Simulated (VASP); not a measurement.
Input of a VASP 6.6.1 run:

Contents of INCAR:

```
SYSTEM = HfO2
PREC = Accurate
ENCUT = 600
EDIFF = 1E-6
ISMEAR = -1
SIGMA = 0.06122561905347299
LREAL = .FALSE.
LASPH = .TRUE.
NELM = 120
ALGO = Normal
ISIF = 2
LWAVE = .FALSE.
LCHARG = .TRUE.
GGA = PE
LELF = .TRUE.
LVHAR = .TRUE.
NBANDS = 18
GGA_COMPAT = .FALSE.
```

Contents of KPOINTS:

```
regular mesh
0
G
  4 4 4
  0 0 0
```

POSCAR

```
HfO2
1.0
    0.0000000000      2.5318441313      2.5318441313
    2.5318441313      0.0000000000      2.5318441313
    2.5318441313      2.5318441313      0.0000000000
Hf O
1 2
Direct
    0.0000000000      0.0000000000      0.0000000000
    0.2500000000      0.2500000000      0.2500000000
    0.7500000000      0.7500000000      0.7500000000
```

Potentials or basis: VASP PAW PBE potentials, release 64 (Hf_pv, O).

Launch:

```console
$ cat potpaw_PBE.64/Hf_pv/POTCAR potpaw_PBE.64/O/POTCAR > POTCAR
$ mpirun -np 1 vasp_std > vasp.out
```

Question: Estimate the band gap on the k mesh.

Answer: 3.81 eV, direct.

Question: Estimate the pressure.

Answer: 1.1 GPa.

Caveat: the k points lie up to 0.54 Å⁻¹ apart; spin-orbit coupling is left out, which moves the levels of the heavy elements. PBE gaps usually lie below the measured ones, often by a third to a half.
